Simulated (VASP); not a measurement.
Fe:

```
Fe
1.0
    -1.44300    1.44300    1.44300
     1.44300   -1.44300    1.44300
     1.44300    1.44300   -1.44300
Fe
1
Direct
  0.00000 0.00000 0.00000
```

Base run:

- Program: VASP 6.6.1
- Functional: PBE
- Dispersion: D3(BJ)
- Potentials or basis: VASP PAW PBE potentials, release 64 (Fe)
- Cutoff: 520 eV
- k mesh: 9 × 9 × 9
- Occupations: fermi-dirac, width 0.15 eV
- Spin: collinear spin, ferromagnetic start
- Starting moments: [0.82] μB
- Fixed moment: 0.7 μB

Its results: pressure -27.7 GPa; site moments Fe +0.72 μB.

Q: The run is repeated on the same cell with these changes: fixed moment from 0.7 μB to 3.5 μB; moments at the start from [0.82] to [3.66]. What comes out?

A: Pressure 22.7 GPa; site moments Fe +3.38 μB.

Caveats: three body term missing; the total moment is fixed, so each spin has its own Fermi level.
